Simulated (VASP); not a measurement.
# Cu (Fm-3m) in VASP: settings compared

Cu is run at these levels: LDA, PBEsol, PBE, r2SCAN; tasks: single point.

All numbers are computed with VASP 6.6.1; they aren't measurements. Logs are shortened: lines on timing, memory, paths and dates and some standing lists are left out, and cuts for length are marked.

### Step 1. The cell of the first run

It takes space group Fm-3m (No. 225, cubic). The conventional cell has a = 3.518 Å, b = 3.518 Å, c = 3.518 Å, α = 90.00°, β = 90.00°, γ = 90.00°. Cu (site symmetry m-3m) has 12 Cu at 2.49 Å within 3.3 Å.

### Step 2. Single point, LDA

Contents of INCAR:

```
SYSTEM = Cu
  PREC = Accurate
  ENCUT = 520
  EDIFF = 1E-7
  ISMEAR = 1
  SIGMA = 0.1
  LREAL = .False.
  LASPH = .True.
  NELM = 100
  ALGO = Normal
  ISIF = 2
  LWAVE = .False.
  LCHARG = .True.
  LELF = .True.
  LVHAR = .True.
  NBANDS = 12
```

Contents of KPOINTS:

```
regular mesh
0
Gamma
  26 26 26
  0 0 0
```

Contents of POSCAR:

```
Cu
1.0
    0.0000000000      1.7589818851      1.7589818851
    1.7589818851      0.0000000000      1.7589818851
    1.7589818851      1.7589818851      0.0000000000
Cu
1
Direct
    0.0000000000      0.0000000000      0.0000000000
```

Potentials or basis: VASP PAW LDA potentials, release 64 (Cu).

Launch:

```console
$ cat potpaw_LDA.64/Cu/POTCAR > POTCAR
$ mpirun -np 1 vasp_std > vasp.out
```

OUTCAR:

```text
SYSTEM = Cu
   PREC = Accurate
   ENCUT = 520
   EDIFF = 1E-7
   ISMEAR = 1
   LREAL = .False.
   LASPH = .True.
   NELM = 100
   ISIF = 2

 ion  position               nearest neighbor table
   1  0.000  0.000  0.000-

  LATTYP: Found a face centered cubic cell.
 ALAT       =     3.5179637702

  Lattice vectors:

 A1 = (   0.0000000000,   1.7589818851,   1.7589818851)
 A2 = (   1.7589818851,   0.0000000000,   1.7589818851)
 A3 = (   1.7589818851,   1.7589818851,   0.0000000000)

Analysis of symmetry for initial positions (statically):
=====================================================================
 Subroutine PRICEL returns:
 Original cell was already a primitive cell.

 Routine SETGRP: Setting up the symmetry group for a
 face centered cubic supercell.

 Subroutine GETGRP returns: Found 48 space group operations
 (whereof 48 operations were pure point group operations)
 out of a pool of 48 trial point group operations.

The static configuration has the point symmetry O_h .

Analysis of symmetry for dynamics (positions and initial velocities):
=====================================================================
 Subroutine PRICEL returns:
 Original cell was already a primitive cell.

 Routine SETGRP: Setting up the symmetry group for a
 face centered cubic supercell.

 Subroutine GETGRP returns: Found 48 space group operations
 (whereof 48 operations were pure point group operations)
 out of a pool of 48 trial point group operations.

The dynamic configuration has the point symmetry O_h .

 Subroutine INISYM returns: Found 48 space group operations
 (whereof 48 operations are pure point group operations),
 and found     1 'primitive' translations

----------------------------------------------------------------------------------------

                                     Primitive cell

  volume of cell :      10.8846

  direct lattice vectors                    reciprocal lattice vectors
     0.000000000  1.758981885  1.758981885    -0.284255344  0.284255344  0.284255344
     1.758981885  0.000000000  1.758981885     0.284255344 -0.284255344  0.284255344
     1.758981885  1.758981885  0.000000000     0.284255344  0.284255344 -0.284255344

  length of vectors
     2.487576038  2.487576038  2.487576038     0.492344697  0.492344697  0.492344697

  position of ions in fractional coordinates (direct lattice)
     0.000000000  0.000000000  0.000000000

  ion indices of the primitive-cell ions
   primitive index   ion index
                 1           1

----------------------------------------------------------------------------------------
[... 81 lines left out ...]
   NELECT =      11.0000    total number of electrons
   NUPDOWN=      -1.0000    fix difference up-down
   EMIN   =  10.00;   EMAX   =-10.00  energy-range for DOS
   EFERMI =   0.00;   METHOD = LEGACY
   ISMEAR =     1;   SIGMA  =   0.10  broadening in eV -4-tet -1-fermi 0-gaus
   EFERMI_NEDOS =   21; number of points for ismear=-14 and -15
   IALGO  =     38    algorithm
   IMIX   =      4    mixing-type and parameters
     AMIX     =   0.40;   BMIX     =  1.00
     AMIX_MAG =   1.60;   BMIX_MAG =  1.00
  volume/ion in A,a.u.               =      10.88        73.45
  Fermi-wavevector in a.u.,A,eV,Ry     =   1.642862  3.104559 36.722054  2.698995
  Thomas-Fermi vector in A             =   2.733093
   LORBIT       =      0    0 simple, 1 ext, 2 COOP (PROOUT), +10 PAW based schemes
   GGA     = CA    functional components
   LHFCALC =     F    Hartree Fock is set to
   AEXX    =    0.0000 exact exchange contribution
   IVDW    =     0    specifies the selected vdW correction
   LEPSILON=     F    determine dielectric tensor
   LRPA    =     F    only Hartree local field effects (RPA)
 non-spin polarized calculation
 Methfessel and Paxton  Order N= 1 SIGMA  =   0.10
  energy-cutoff  :      520.00
  volume of cell :       10.88
 maximum number of plane-waves:       305
   NGX =  9   NGY =  9   NGZ =  9

 number of electron      10.9999998 magnetization

 Free energy of the ion-electron system (eV)
  ---------------------------------------------------
  ext. energy  EPLUGINS =         0.00000000
  ---------------------------------------------------
  free energy    TOTEN  =        -4.70815527 eV

  energy without entropy =       -4.70802179  energy(sigma->0) =       -4.70811077

 E-fermi :   8.4122     XC(G=0): -13.5865

 val. band max:        8.4000306367   @ k =   0.5000   0.1154   0.0000
 cond. band min:       8.4140112701   @ k =   0.4615   0.2308   0.0000
 fundamental gap:      0.0139806333
 Fermi energy:         8.4121799308

 k-point     1 :       0.0000    0.0000    0.0000
  band No.  band energies     occupation
      1      -1.5800      2.00000
      2       5.0710      2.00000
      3       5.0710      2.00000
      4       5.0710      2.00000
      5       6.0214      2.00000
      6       6.0214      2.00000
      7      31.7311      0.00000
      8      34.8542      0.00000
      9      34.8542      0.00000
     10      34.8542      0.00000
     11      37.4728      0.00000
     12      37.4728      0.00000
[... 331 lines left out ...]
 k-point    24 :       0.3846    0.0385    0.0000
  band No.  band energies     occupation
      1       2.3902      2.00000
      2       5.0975      2.00000
      3       5.1433      2.00000
      4       5.3861      2.00000
      5       6.5248      2.00000
      6       6.5335      2.00000
      7      15.9361      0.00000
      8      30.3268      0.00000
      9      30.6645      0.00000
     10      32.3586      0.00000
     11      35.4251      0.00000
     12      36.7598      0.00000

 [... further k-points ...]

------------------------ aborting loop because EDIFF is reached ----------------------------------------

  FORCE on cell =-STRESS in cart. coord.  units (eV):
  Direction    XX          YY          ZZ          XY          YZ          ZX
  --------------------------------------------------------------------------------------
  -------------------------------------------------------------------------------------
  Total        0.0611484      0.0611484      0.0611484      0.0000000     -0.0000000      0.0000000
  in kB        9.0008098      9.0008098      9.0008098      0.0000000     -0.0000000      0.0000000
  external PRESSURE =       9.0008098 kB  Pullay stress =       0.0000000 kB

 VOLUME and BASIS-vectors are now :
 -----------------------------------------------------------------------------
  energy-cutoff  :      520.00
  volume of cell :       10.88
      direct lattice vectors                 reciprocal lattice vectors
     0.000000000  1.758981885  1.758981885    -0.284255344  0.284255344  0.284255344
     1.758981885  0.000000000  1.758981885     0.284255344 -0.284255344  0.284255344
     1.758981885  1.758981885  0.000000000     0.284255344  0.284255344 -0.284255344

 POSITION                                       TOTAL-FORCE (eV/Angst)
 -----------------------------------------------------------------------------------
      0.00000      0.00000      0.00000        -0.000000      0.000000      0.000000
 -----------------------------------------------------------------------------------
    total drift:                                0.000000      0.000000      0.000000

  FREE ENERGIE OF THE ION-ELECTRON SYSTEM (eV)
  ---------------------------------------------------
  free  energy   TOTEN  =        -4.7081552662 eV

  energy  without entropy=       -4.7080217916  energy(sigma->0) =       -4.70811077
```

OSZICAR:

```text
N       E                     dE             d eps       ncg     rms          rms(c)
DAV:   1     0.410960848475E+02    0.41096E+02   -0.54009E+03 13844   0.160E+03
DAV:   2    -0.437921357620E+01   -0.45475E+02   -0.41858E+02 12624   0.209E+02
DAV:   3    -0.571736720329E+01   -0.13382E+01   -0.13303E+01 14328   0.403E+01
DAV:   4    -0.572584052029E+01   -0.84733E-02   -0.84720E-02 13840   0.282E+00
DAV:   5    -0.572592012113E+01   -0.79601E-04   -0.79599E-04 14664   0.276E-01    0.805E+00
DAV:   6    -0.508041021770E+01    0.64551E+00   -0.14798E+01 14672   0.763E+01    0.371E+00
DAV:   7    -0.472606377095E+01    0.35435E+00   -0.22075E+00 14680   0.295E+01    0.641E-01
DAV:   8    -0.470964458057E+01    0.16419E-01   -0.61655E-03 15116   0.999E-01    0.279E-01
DAV:   9    -0.470814190613E+01    0.15027E-02   -0.68898E-03 15440   0.145E+00    0.142E-02
DAV:  10    -0.470815342031E+01   -0.11514E-04   -0.25161E-05 15380   0.738E-02    0.425E-03
DAV:  11    -0.470815526993E+01   -0.18496E-05   -0.70976E-07 17876   0.888E-03    0.530E-04
DAV:  12    -0.470815526619E+01    0.37317E-08   -0.14439E-08  8188   0.187E-03
   1 F= -.47081553E+01 E0= -.47081108E+01  d E =-.133475E-03
```

Wall time 92 s (1 thread of Intel Xeon 8259CL, shared host); peak memory 0.18 GiB.

Results:

* Free energy: -4.7082 eV
* Pressure: 0.9 GPa
* Band gap on the k mesh: zero (an odd number of electrons rules out a gap without spin polarisation)

### Step 3. Single point, PBEsol

This run uses another cell than the first one, of 11.31 Å³/atom.

Contents of INCAR:

```
PREC = Accurate ; ENCUT = 520
EDIFF = 1E-6 ; ISMEAR = 1
SIGMA = 0.1 ; LREAL = F
LASPH = T ; NELM = 100
ALGO = Normal ; ISIF = 2
LWAVE = F ; LCHARG = F
GGA = PS ; NBANDS = 12
```

Contents of KPOINTS:

```
regular mesh
0
Gamma
  26 26 26
```

Contents of POSCAR:

```
Cu
1.0
    0.0000000000      1.7815755875      1.7815755875
    1.7815755875      0.0000000000      1.7815755875
    1.7815755875      1.7815755875      0.0000000000
Cu
1
Direct
    0.0000000000      0.0000000000      0.0000000000
```

Potentials or basis: VASP PAW PBE potentials, release 64 (Cu).

Launch:

```console
$ cat potpaw_PBE.64/Cu/POTCAR > POTCAR
$ mpirun -np 1 vasp_std > vasp.out
```

Run time: 93 s. Hardware: 1 thread of Intel Xeon 8259CL, shared host; peak memory 0.18 GiB.

Results (log left out):

```
Free energy            : -4.3090 eV
Pressure               : 0.8 GPa
Band gap on the k mesh : zero (an odd number of electrons rules out a gap without spin polarisation)
```

Levels at points of the mesh, in eV from the Fermi level:
| k point | band 4 | band 5 | band 6 | band 7 | band 8 | band 9 |
| --- | --- | --- | --- | --- | --- | --- |
| (0.00, 0.00, 0.00) | -3.16 | -2.27 | -2.27 | 22.93 | 25.88 | 25.88 |
| (0.50, 0.00, 0.00) | -1.66 | -1.66 | -1.17 | 3.96 | 21.40 | 22.70 |
| (0.50, 0.50, 0.00) | -1.51 | -1.51 | 1.42 | 7.41 | 13.37 | 13.37 |

Caveat: the PAW data sets were made with another functional, which shifts forces and pressure a little.

### Step 4. Single point, PBE

This run uses another cell than the first one, of 11.95 Å³/atom.

Contents of INCAR:

```
SYSTEM = Cu
  PREC = Accurate
  ENCUT = 520
  EDIFF = 1E-6
  ISMEAR = 1
  SIGMA = 0.1
  LREAL = .False.
  LASPH = .True.
  NELM = 80
  ALGO = Normal
  ISIF = 2
  LWAVE = .False.
  LCHARG = .True.
  GGA = PE
  LELF = .True.
  LVHAR = .True.
  NBANDS = 12
```

Contents of KPOINTS:

```
regular mesh
0
Gamma
  26 26 26
  0 0 0
```

Contents of POSCAR:

```
Cu
1.0
    0.0000000000      1.8144205480      1.8144205480
    1.8144205480      0.0000000000      1.8144205480
    1.8144205480      1.8144205480      0.0000000000
Cu
1
Direct
    0.0000000000      0.0000000000      0.0000000000
```

Launch:

```console
$ cat potpaw_PBE.64/Cu/POTCAR > POTCAR
$ mpirun -np 1 vasp_std > vasp.out
```

Wall time 96 s (1 thread of Intel Xeon 8259CL, shared host); peak memory 0.19 GiB.

Results (log left out):

```
Free energy            : -3.7285 eV
Pressure               : 0.7 GPa
Band gap on the k mesh : zero (an odd number of electrons rules out a gap without spin polarisation)
```

Levels at points of the mesh, in eV from the Fermi level:
```tsv
k point	band 2	band 3	band 4	band 5	band 6	band 7	band 8	band 9	band 10	band 11
(0.00, 0.00, 0.00)	-3.01	-3.01	-3.01	-2.20	-2.20	22.48	25.04	25.04	25.04	27.52
(0.50, 0.00, 0.00)	-3.04	-3.04	-1.65	-1.65	-0.99	3.68	20.98	21.87	21.87	24.89
(0.50, 0.50, 0.00)	-4.38	-1.66	-1.50	-1.50	1.49	7.01	12.97	12.97	17.44	20.05
```

### Step 5. Single point, r2SCAN

This run uses another cell than the first one, of 11.46 Å³/atom.

Contents of POSCAR:

```
Cu
1.0
    0.0000000000      1.7895902797      1.7895902797
    1.7895902797      0.0000000000      1.7895902797
    1.7895902797      1.7895902797      0.0000000000
Cu
1
Direct
    0.0000000000      0.0000000000      0.0000000000
```

Contents of INCAR.step1:

```
SYSTEM = Cu
ALGO = Normal
EDIFF = 1E-4
ENCUT = 520
GGA = PE
ISMEAR = 1
LASPH = .TRUE.
LCHARG = .FALSE.
LREAL = .FALSE.
LWAVE = .TRUE.
NBANDS = 12
NELM = 60
PREC = Accurate
SIGMA = 0.1
```

Contents of INCAR.step2:

```
SYSTEM = Cu
ALGO = Normal
EDIFF = 1E-6
ENCUT = 520
ISIF = 2
ISMEAR = 1
ISTART = 1
LASPH = .TRUE.
LCHARG = .TRUE.
LELF = .TRUE.
LMIXTAU = .TRUE.
LREAL = .FALSE.
LVHAR = .TRUE.
LWAVE = .FALSE.
METAGGA = R2SCAN
NBANDS = 12
NELM = 60
PREC = Accurate
SIGMA = 0.1
```

Contents of KPOINTS:

```
k-points
0
G
  26 26 26
  0 0 0
```

Launch:

```console
$ cat potpaw_PBE.64/Cu/POTCAR > POTCAR
$ cp INCAR.step1 INCAR
$ mpirun -np 1 vasp_std > vasp.out
$ cp INCAR.step2 INCAR
$ mpirun -np 1 vasp_std > vasp.out
```

It took 6.5 min on 1 thread of Intel Xeon 8259CL, shared host; peak memory 0.19 GiB.

The run converged. Its results:

```
Free energy            : -10.8272 eV
Pressure               : 0.1 GPa
Band gap on the k mesh : zero (an odd number of electrons rules out a gap without spin polarisation)
```

Levels at points of the mesh, in eV from the Fermi level:
```tsv
k point	band 3	band 4	band 5	band 6	band 7	band 8	band 9	band 10
(0.00, 0.00, 0.00)	-3.24	-3.24	-2.39	-2.39	23.62	26.89	26.89	26.89
(0.50, 0.00, 0.00)	-3.29	-1.77	-1.77	-1.15	4.12	22.11	23.61	23.61
(0.50, 0.50, 0.00)	-1.81	-1.61	-1.61	1.55	7.64	13.99	13.99	18.42
```

Caveat: the PAW data sets were made with another functional, which shifts forces and pressure a little.

### Step 6. The runs side by side

| level | potentials or basis | cell | gap on the mesh (eV) | pressure (GPa) |
| --- | --- | --- | --- | --- |
| LDA | VASP PAW LDA potentials, release 64 (Cu) | a = 2.488 Å, angles 60.0°, 1 atom | none | 0.9 |
| PBEsol | VASP PAW PBE potentials, release 64 (Cu) | a = 2.520 Å, angles 60.0°, 1 atom | none | 0.8 |
| PBE | VASP PAW PBE potentials, release 64 (Cu) | a = 2.566 Å, angles 60.0°, 1 atom | none | 0.7 |
| r2SCAN | VASP PAW PBE potentials, release 64 (Cu) | a = 2.531 Å, angles 60.0°, 1 atom | none | 0.1 |

Alike in all rows: task single point; no spin polarisation; k mesh 26 × 26 × 26; cutoff (eV) 520; smearing methfessel-paxton 0.1 eV.

Caveats: the PAW data sets were made with another functional, which shifts forces and pressure a little (at least some runs).

Absolute energies hang on the potentials; compare differences alone.
